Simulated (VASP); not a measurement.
HfGe, 2 atoms in the cell. Symmetry: Pm-3m, No. 221, cubic system. The conventional cell has a = 3.547 Å, b = 3.547 Å, c = 3.547 Å, α = 90.00°, β = 90.00°, γ = 90.00°. Hf (site symmetry m-3m) has 8 Ge at 3.07 Å and 6 Hf at 3.55 Å within 4.0 Å. Within 4.0 Å of Ge (site symmetry m-3m) lie 8 Hf at 3.07 Å and 6 Ge at 3.55 Å.  This cell differs from its parent crystal: volume scaled by 1.04.

| Property | Result |
| --- | --- |
| Program | VASP 6.6.1 |
| Task | single point |
| Functional | PBE |
| Potentials or basis | VASP PAW PBE potentials, release 64 (Hf_pv, Ge_d) |
| Cutoff | 520 eV |
| k mesh | 8 × 8 × 8 |
| Occupations | fermi-dirac, width 0.05 eV |
| Spin | no spin polarisation |
| Dipole correction | no |
| Further INCAR settings | ALGO = Normal; EDIFF = 1e-07; NBANDS = 19 |

Potentials or basis: VASP PAW PBE potentials, release 64 (Hf_pv, Ge_d).

Launch:

```bash
$ cat potpaw_PBE.64/Hf_pv/POTCAR potpaw_PBE.64/Ge_d/POTCAR > POTCAR
$ mpirun -np 1 vasp_std > vasp.out
```

Hardware: 1 thread of Intel(R) Xeon(R) 6975P-C (Granite Rapids) (shared host).

Q: How long does it take, and how much memory?

A: Run time: 14 s on 1 thread of Intel(R) Xeon(R) 6975P-C (Granite Rapids), with other jobs on the host, peak memory 0.17 GiB. Counts: scf iterations 13, k points 35.
